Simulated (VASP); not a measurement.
# Ag (Fm-3m) in VASP: settings compared

Aim: see how the results for Ag move with the level of theory and the settings. Levels: LDA, PBE, PBEsol. Tasks: single point.

Everything below comes from runs of VASP 6.6.1. Logs are shortened: lines on timing, memory, paths and dates and some standing lists are left out, and cuts for length are marked.

**1. The cell of the first run**

It takes space group Fm-3m (No. 225, cubic). The conventional cell has a = 4.139 Å, b = 4.139 Å, c = 4.139 Å, α = 90.00°, β = 90.00°, γ = 90.00°. Within 3.9 Å of Ag (site symmetry m-3m) lie 12 Ag at 2.93 Å.

**2. Single point, LDA (volume scaled by 1.04)**

File INCAR:

```
PREC     = Accurate       # precision mode
ENCUT    = 520            # plane-wave cutoff, eV
EDIFF    = 1E-6           # SCF threshold, eV
ISMEAR   = -1             # smearing method
SIGMA    = 0.05           # smearing width, eV
LREAL    = False          # projectors in reciprocal space
LASPH    = True           # aspherical terms in the spheres
NELM     = 100            # most SCF steps
ALGO     = Normal         # electronic algorithm
ISIF     = 2              # what is computed and relaxed
LWAVE    = False          # write WAVECAR
LCHARG   = False          # write CHGCAR
GGA      = CA             # functional
NBANDS   = 12             # bands
```

File KPOINTS:

```
regular mesh
0
Gamma
  11 11 11
```

File POSCAR:

```
Ag
1.0
    0.0000000000      2.0696313722      2.0696313722
    2.0696313722      0.0000000000      2.0696313722
    2.0696313722      2.0696313722      0.0000000000
Ag
1
Direct
    0.0000000000      0.0000000000      0.0000000000
```

Potentials or basis: VASP PAW LDA potentials, release 64 (Ag).

Launch:

```sh
$ cat potpaw_LDA.64/Ag/POTCAR > POTCAR
$ mpirun -np 1 vasp_std > vasp.out
```

OUTCAR:

```text
PREC = Accurate
   ENCUT = 520
   EDIFF = 1E-6
   ISMEAR = -1
   LREAL = False
   LASPH = True
   NELM = 100
   ISIF = 2
   GGA = CA

 ion  position               nearest neighbor table
   1  0.000  0.000  0.000-

  LATTYP: Found a face centered cubic cell.
 ALAT       =     4.1392627444

  Lattice vectors:

 A1 = (   0.0000000000,   2.0696313722,   2.0696313722)
 A2 = (   2.0696313722,   0.0000000000,   2.0696313722)
 A3 = (   2.0696313722,   2.0696313722,   0.0000000000)

Analysis of symmetry for initial positions (statically):
=====================================================================
 Subroutine PRICEL returns:
 Original cell was already a primitive cell.

 Routine SETGRP: Setting up the symmetry group for a
 face centered cubic supercell.

 Subroutine GETGRP returns: Found 48 space group operations
 (whereof 48 operations were pure point group operations)
 out of a pool of 48 trial point group operations.

The static configuration has the point symmetry O_h .

Analysis of symmetry for dynamics (positions and initial velocities):
=====================================================================
 Subroutine PRICEL returns:
 Original cell was already a primitive cell.

 Routine SETGRP: Setting up the symmetry group for a
 face centered cubic supercell.

 Subroutine GETGRP returns: Found 48 space group operations
 (whereof 48 operations were pure point group operations)
 out of a pool of 48 trial point group operations.

The dynamic configuration has the point symmetry O_h .

 Subroutine INISYM returns: Found 48 space group operations
 (whereof 48 operations are pure point group operations),
 and found     1 'primitive' translations

----------------------------------------------------------------------------------------

                                     Primitive cell

  volume of cell :      17.7300

  direct lattice vectors                    reciprocal lattice vectors
     0.000000000  2.069631372  2.069631372    -0.241588916  0.241588916  0.241588916
     2.069631372  0.000000000  2.069631372     0.241588916 -0.241588916  0.241588916
     2.069631372  2.069631372  0.000000000     0.241588916  0.241588916 -0.241588916

  length of vectors
     2.926900756  2.926900756  2.926900756     0.418444277  0.418444277  0.418444277

  position of ions in fractional coordinates (direct lattice)
     0.000000000  0.000000000  0.000000000

  ion indices of the primitive-cell ions
   primitive index   ion index
                 1           1

----------------------------------------------------------------------------------------

 KPOINTS: regular mesh

Automatic generation of k-mesh.
 Grid dimensions read from file:
 generate k-points for:   11   11   11

 Generating k-lattice:

  Cartesian coordinates                     Fractional coordinates (reciprocal lattice)
    -0.021962629  0.021962629  0.021962629     0.090909091  0.000000000  0.000000000
     0.021962629 -0.021962629  0.021962629     0.000000000  0.090909091  0.000000000
     0.021962629  0.021962629 -0.021962629     0.000000000  0.000000000  0.090909091

  Length of vectors
     0.038040389  0.038040389  0.038040389

  Shift w.r.t. Gamma in fractional coordinates (k-lattice)
     0.000000000  0.000000000  0.000000000

 Subroutine IBZKPT returns following result:
 ===========================================

 Found     56 irreducible k-points:

 Following reciprocal coordinates:
            Coordinates               Weight
  0.000000  0.000000  0.000000      1.000000
  0.090909  0.000000  0.000000      8.000000
  0.181818  0.000000  0.000000      8.000000
  0.272727  0.000000  0.000000      8.000000
  0.363636  0.000000  0.000000      8.000000
  0.454545  0.000000  0.000000      8.000000
[... 16 lines left out ...]
 -0.272727  0.181818  0.000000     24.000000
 -0.181818  0.181818  0.000000     12.000000
 [... further k-points ...]
   k-points           NKPTS =     56   k-points in BZ     NKDIM =     56   number of bands    NBANDS=     12
   number of dos      NEDOS =    301   number of ions     NIONS =      1
   total plane-waves  NPLWV =  13824
   dimension x,y,z NGX =    24 NGY =   24 NGZ =   24
   dimension x,y,z NGXF=    48 NGYF=   48 NGZF=   48
   ions per type =               1
   NGX,Y,Z   is equivalent  to a cutoff of  13.63, 13.63, 13.63 a.u.
   NGXF,Y,Z  is equivalent  to a cutoff of  27.26, 27.26, 27.26 a.u.
 SYSTEM =  unknown system
   PREC   = accura    normal or accurate (medium, high low for compatibility)
   ISTART =      0    job   : 0-new  1-cont  2-samecut
   ICHARG =      2    charge: 1-file 2-atom 10-const
   ISPIN  =      1    spin polarized calculation?
   LNONCOLLINEAR =      F non collinear calculations
   LSORBIT =      F    spin-orbit coupling
   LASPH  =      T    aspherical Exc in radial PAW
   ENCUT  =  520.0 eV  38.22 Ry    6.18 a.u.   5.44  5.44  5.44*2*pi/ulx,y,z
   NELM   =    100;   NELMIN=  2; NELMDL= -5     # of ELM steps
   EDIFF  = 0.1E-05   stopping-criterion for ELM
   LREAL  =      F    real-space projection
   EDIFFG = 0.1E-04   stopping-criterion for IOM
   NSW    =      0    number of steps for IOM
   IBRION =     -1    ionic relax: 0-MD 1-quasi-New 2-CG
   NFREE  =      0    steps in history (QN), initial steepest desc. (CG)
   ISIF   =      2    stress and relaxation
   ISYM   =      2    0-nonsym 1-usesym 2-fastsym
   POTIM  = 0.5000    time-step for ionic-motion
   TEBEG  =    0.0;   TEEND  =   0.0 temperature during run
   PSTRESS=    0.0 pullay stress
   NELECT =      11.0000    total number of electrons
   NUPDOWN=      -1.0000    fix difference up-down
   EMIN   =  10.00;   EMAX   =-10.00  energy-range for DOS
   EFERMI =   0.00;   METHOD = LEGACY
   ISMEAR =    -1;   SIGMA  =   0.05  broadening in eV -4-tet -1-fermi 0-gaus
   EFERMI_NEDOS =   21; number of points for ismear=-14 and -15
   IALGO  =     38    algorithm
   IMIX   =      4    mixing-type and parameters
     AMIX     =   0.40;   BMIX     =  1.00
     AMIX_MAG =   1.60;   BMIX_MAG =  1.00
  volume/ion in A,a.u.               =      17.73       119.65
  Fermi-wavevector in a.u.,A,eV,Ry     =   1.396270  2.638568 26.525508  1.949570
  Thomas-Fermi vector in A             =   2.519641
   LORBIT       =      0    0 simple, 1 ext, 2 COOP (PROOUT), +10 PAW based schemes
   GGA     = CA    functional components
   LHFCALC =     F    Hartree Fock is set to
   AEXX    =    0.0000 exact exchange contribution
   IVDW    =     0    specifies the selected vdW correction
   LEPSILON=     F    determine dielectric tensor
   LRPA    =     F    only Hartree local field effects (RPA)
 non-spin polarized calculation
  energy-cutoff  :      520.00
  volume of cell :       17.73
 maximum number of plane-waves:       531
 NGX is ok and might be reduce to    24
   NGX = 11   NGY = 11   NGZ = 11

 number of electron      10.9999999 magnetization

 Free energy of the ion-electron system (eV)
  ---------------------------------------------------
  ext. energy  EPLUGINS =         0.00000000
  ---------------------------------------------------
  free energy    TOTEN  =        -3.72373258 eV

  energy without entropy =       -3.72021222  energy(sigma->0) =       -3.72197240

 E-fermi :   7.8483     XC(G=0): -12.3558

 val. band max:        7.5040453177   @ k =   0.4545   0.2727   0.0000
 cond. band min:       7.8509046501   @ k =  -0.4545   0.0909   0.0000
 fundamental gap:      0.3468593323
 Fermi energy:         7.8482803356

 k-point     1 :       0.0000    0.0000    0.0000
  band No.  band energies     occupation
      1       0.0637      2.00000
      2       2.9677      2.00000
      3       2.9677      2.00000
      4       2.9677      2.00000
      5       3.9511      2.00000
      6       3.9511      2.00000
      7      23.5439      0.00000
      8      26.8090      0.00000
      9      26.8090      0.00000
     10      26.8090      0.00000
     11      31.7397      0.00000
     12      32.4675      0.00000

 k-point     2 :       0.0909    0.0000    0.0000
  band No.  band energies     occupation
      1       0.3113      2.00000
      2       2.9167      2.00000
      3       3.0327      2.00000
      4       3.0327      2.00000
      5       3.9288      2.00000
      6       3.9288      2.00000
      7      23.4483      0.00000
      8      25.0834      0.00000
      9      26.8744      0.00000
     10      26.8744      0.00000
     11      31.1176      0.00000
     12      32.1820      0.00000

 k-point     3 :       0.1818    0.0000    0.0000
  band No.  band energies     occupation
      1       0.9599      2.00000
      2       2.8851      2.00000
      3       3.1497      2.00000
      4       3.1497      2.00000
      5       3.9383      2.00000
      6       3.9383      2.00000
      7      21.0145      0.00000
      8      24.3522      0.00000
      9      26.9061      0.00000
     10      26.9061      0.00000
     11      29.9656      0.00000
     12      31.1992      0.00000

 k-point     4 :       0.2727    0.0000    0.0000
  band No.  band energies     occupation
      1       1.5014      2.00000
      2       3.1440      2.00000
      3       3.1440      2.00000
      4       3.4362      2.00000
      5       4.1385      2.00000
      6       4.1385      2.00000
      7      17.5503      0.00000
      8      23.9463      0.00000
      9      26.4907      0.00000
     10      26.4907      0.00000
     11      30.2645      0.00000
     12      30.2678      0.00000

 k-point     5 :       0.3636    0.0000    0.0000
  band No.  band energies     occupation
      1       1.5344      2.00000
      2       3.0413      2.00000
      3       3.0413      2.00000
      4       4.4521      2.00000
      5       4.4521      2.00000
      6       4.9815      2.00000
      7      14.2133      0.00000
      8      23.2811      0.00000
      9      25.6416      0.00000
     10      25.6416      0.00000
     11      29.9511      0.00000
     12      29.9511      0.00000
[... 228 lines left out ...]
      1       1.8895      2.00000
      2       2.6950      2.00000
      3       3.3758      2.00000
      4       3.6137      2.00000
      5       4.6726      2.00000
      6       9.1504      0.00000
      7      11.2682      0.00000
      8      19.8720      0.00000
      9      22.6181      0.00000
     10      23.6881      0.00000
     11      32.1014      0.00000
     12      32.1052      0.00000

 k-point    22 :      -0.3636    0.1818    0.0000
  band No.  band energies     occupation
      1       1.9920      2.00000
      2       2.7421      2.00000
      3       3.3627      2.00000
      4       3.5807      2.00000
      5       4.3840      2.00000
      6       7.9893      0.11247
      7      12.8559      0.00000
      8      19.2205      0.00000
      9      23.9320      0.00000
     10      23.9643      0.00000
     11      31.0710      0.00000
     12      31.8281      0.00000

 k-point    23 :      -0.2727    0.1818    0.0000
  band No.  band energies     occupation
      1       2.1575      2.00000
      2       2.8053      2.00000
      3       3.2231      2.00000
      4       3.4342      2.00000
      5       3.9675      2.00000
      6       6.2443      2.00000
      7      15.9708      0.00000
      8      19.0915      0.00000
      9      24.6821      0.00000
     10      25.8889      0.00000
     11      29.4146      0.00000
     12      31.7595      0.00000

 k-point    24 :      -0.1818    0.1818    0.0000
  band No.  band energies     occupation
      1       2.0529      2.00000
      2       2.5936      2.00000
      3       3.1794      2.00000
      4       3.5502      2.00000
      5       3.5866      2.00000
      6       5.0333      2.00000
      7      19.1953      0.00000
      8      19.5953      0.00000
      9      25.9163      0.00000
     10      27.7297      0.00000
     11      28.1045      0.00000
     12      31.4909      0.00000

 [... further k-points ...]
[... 5 lines left out ...]
  --------------------------------------------------------------------------------------
  -------------------------------------------------------------------------------------
  Total       -1.1792331     -1.1792331     -1.1792331      0.0000000     -0.0000000      0.0000000
  in kB     -106.5617232   -106.5617232   -106.5617232      0.0000000     -0.0000000      0.0000000
  external PRESSURE =    -106.5617232 kB  Pullay stress =       0.0000000 kB

 VOLUME and BASIS-vectors are now :
 -----------------------------------------------------------------------------
  energy-cutoff  :      520.00
  volume of cell :       17.73
      direct lattice vectors                 reciprocal lattice vectors
     0.000000000  2.069631372  2.069631372    -0.241588916  0.241588916  0.241588916
     2.069631372  0.000000000  2.069631372     0.241588916 -0.241588916  0.241588916
     2.069631372  2.069631372  0.000000000     0.241588916  0.241588916 -0.241588916

 POSITION                                       TOTAL-FORCE (eV/Angst)
 -----------------------------------------------------------------------------------
      0.00000      0.00000      0.00000        -0.000000      0.000000      0.000000
 -----------------------------------------------------------------------------------
    total drift:                               -0.000000      0.000000      0.000000

  FREE ENERGIE OF THE ION-ELECTRON SYSTEM (eV)
  ---------------------------------------------------
  free  energy   TOTEN  =        -3.7237325751 eV

  energy  without entropy=       -3.7202122233  energy(sigma->0) =       -3.72197240
```

Wall time 7.1 s (1 thread of AMD EPYC 9R45 (Zen 5), shared host); peak memory 0.1 GiB.

What came out:

| Quantity | Value |
| --- | --- |
| Free energy | -3.7237 eV |
| Pressure | -10.7 GPa |

Levels at points of the mesh, in eV from the Fermi level:
```tsv
k point	band 4	band 5	band 6	band 7	band 8	band 9
(0.00, 0.00, 0.00)	-4.88	-3.90	-3.90	15.70	18.96	18.96
```

**3. Single point, LDA (volume scaled by 1.06)**

File INCAR:

```
ALGO     = Normal         # electronic algorithm
EDIFF    = 1E-6           # SCF threshold, eV
ENCUT    = 520            # plane-wave cutoff, eV
ISIF     = 2              # what is computed and relaxed
ISMEAR   = -1             # smearing method
LASPH    = True           # aspherical terms in the spheres
LCHARG   = False          # write CHGCAR
LREAL    = False          # projectors in reciprocal space
LWAVE    = False          # write WAVECAR
NBANDS   = 12             # bands
NELM     = 60             # most SCF steps
PREC     = Accurate       # precision mode
SIGMA    = 0.05           # smearing width, eV
```

File KPOINTS:

```
k-points
0
Gamma
  11 11 11
```

File POSCAR:

```
Ag
1.0
    0.0000000000      2.0828140930      2.0828140930
    2.0828140930      0.0000000000      2.0828140930
    2.0828140930      2.0828140930      0.0000000000
Ag
1
Direct
    0.0000000000      0.0000000000      0.0000000000
```

Potentials or basis: VASP PAW LDA potentials, release 64 (Ag).

Launch:

```sh
$ cat potpaw_LDA.64/Ag/POTCAR > POTCAR
$ mpirun -np 1 vasp_std > vasp.out
```

Run time: 6.9 s. Hardware: 1 thread of AMD EPYC 9R45 (Zen 5), shared host; peak memory 0.1 GiB.

The run converged. Its results:

```
Free energy : -3.6998 eV
Pressure    : -11.9 GPa
```

Levels at points of the mesh, in eV from the Fermi level:
| k point | band 2 | band 3 | band 4 | band 5 | band 6 | band 7 | band 8 | band 9 | band 10 | band 11 |
| --- | --- | --- | --- | --- | --- | --- | --- | --- | --- | --- |
| (0.00, 0.00, 0.00) | -4.82 | -4.82 | -4.82 | -3.87 | -3.87 | 15.64 | 18.79 | 18.79 | 18.79 | 23.68 |

(Part 1 of 2 ends here.)
